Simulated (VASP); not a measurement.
A run of VASP 6.6.1:

Contents of POSCAR:

```
Pd
1.0
    0.0000000000      1.9201927211      1.9201927211
    1.9201927211      0.0000000000      1.9201927211
    1.9201927211      1.9201927211      0.0000000000
Pd
1
Direct
    0.0000000000      0.0000000000      0.0000000000
```

The input INCAR.step1:

```
ALGO = Normal
EDIFF = 1E-5
ENCUT = 520
GGA = PE
ISIF = 2
ISMEAR = -1
LASPH = T
LCHARG = F
LREAL = F
LWAVE = T
NBANDS = 11
NELM = 80
PREC = Accurate
SIGMA = 0.05
```

INCAR.step2

```
AEXX = 1.0
AGGAC = 0.0
ALDAC = 0.0
ALGO = Normal
EDIFF = 1E-7
ENCUT = 520
GGA = PE
ISIF = 2
ISMEAR = -1
ISTART = 1
LASPH = T
LCHARG = F
LHFCALC = T
LREAL = F
LWAVE = F
NBANDS = 11
NELM = 80
PREC = Accurate
PRECFOCK = Normal
SIGMA = 0.05
```

File KPOINTS:

```
k-points
0
Gamma
  6 6 6
```

Potentials or basis: VASP PAW PBE potentials, release 64 (Pd).

Run with:

```sh
$ cat potpaw_PBE.64/Pd/POTCAR > POTCAR
$ cp INCAR.step1 INCAR
$ mpirun -np 1 vasp_std > vasp.out
$ cp INCAR.step2 INCAR
$ mpirun -np 1 vasp_std > vasp.out
```

Hardware: 1 thread of Intel(R) Xeon(R) Platinum 8259CL CPU @ 2.50GHz (Skylake/Cascade Lake), with other jobs on the host.

**Question.** Estimate the wall time of this run.

**Answer.** It took 9.8 min on 1 thread of Intel(R) Xeon(R) Platinum 8259CL CPU @ 2.50GHz (Skylake/Cascade Lake), on a shared host, peak memory 0.14 GiB. Counts: k points 16.
